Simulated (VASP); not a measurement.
Set up this calculation in VASP 6.6.1, as the native input.

- Task: relaxation of cell and atoms
- Functional: PBE
- Potentials or basis: VASP PAW PBE potentials, release 64 (Ge_d, S)
- Cutoff: 600 eV
- k mesh: 12 × 12 × 12
- Occupations: gaussian, width 0.1 eV
- Spin: no spin polarisation
- Dipole correction: no
- Further INCAR settings: ALGO = Normal; EDIFF = 1e-06; IBRION = 2; EDIFFG = -0.01; NSW = 100; ISIF = 3

The structure of Ge3S lies in POSCAR:

```
Ge3S
1.0
   -2.6841462147      2.6841462147      2.6841462147
    2.6841462147     -2.6841462147      2.6841462147
    2.6841462147      2.6841462147     -2.6841462147
Ge S
3 1
Direct
    0.0000000000      0.5000000000      0.5000000000
    0.5000000000      0.0000000000      0.5000000000
    0.5000000000      0.5000000000      0.0000000000
    0.0000000000      0.0000000000      0.0000000000
```

These files were run (other wordings do the same):

INCAR

```
ALGO = Normal
EDIFF = 1E-6
EDIFFG = -0.01
ENCUT = 600
GGA = PE
IBRION = 2
ISIF = 3
ISMEAR = 0
LASPH = True
LCHARG = False
LREAL = False
LWAVE = False
NELM = 100
NSW = 100
PREC = Accurate
SIGMA = 0.1
```

KPOINTS

```
k-points
0
Gamma
  12 12 12
```

Potentials or basis: VASP PAW PBE potentials, release 64 (Ge_d, S).

Run with:

```console
$ cat potpaw_PBE.64/Ge_d/POTCAR potpaw_PBE.64/S/POTCAR > POTCAR
$ mpirun -np 1 vasp_std > vasp.out
```

It gave:

```yaml
Relaxed_volume: 19.39 Å³/atom
Relaxed_cell: a = 4.653 Å, b = 4.653 Å, c = 4.653 Å, α = 109.47°, β = 109.47°, γ = 109.47°
Space_group_after_relaxing_to_0.05_Å: Im-3m (No. 229)
Energy_gained_by_relaxing: 0.0 meV/atom
Ionic_steps: 2
Pressure_after_relaxing: 0.0 GPa
Band_gap_on_the_k_mesh: zero (band 24 reaches 7.26 eV, above the bottom of band 25 at 3.59 eV)
```

Run time: 4.3 min on 1 thread of Intel(R) Xeon(R) Platinum 8259CL CPU @ 2.50GHz (Skylake/Cascade Lake), on a shared host, peak memory 0.34 GiB.
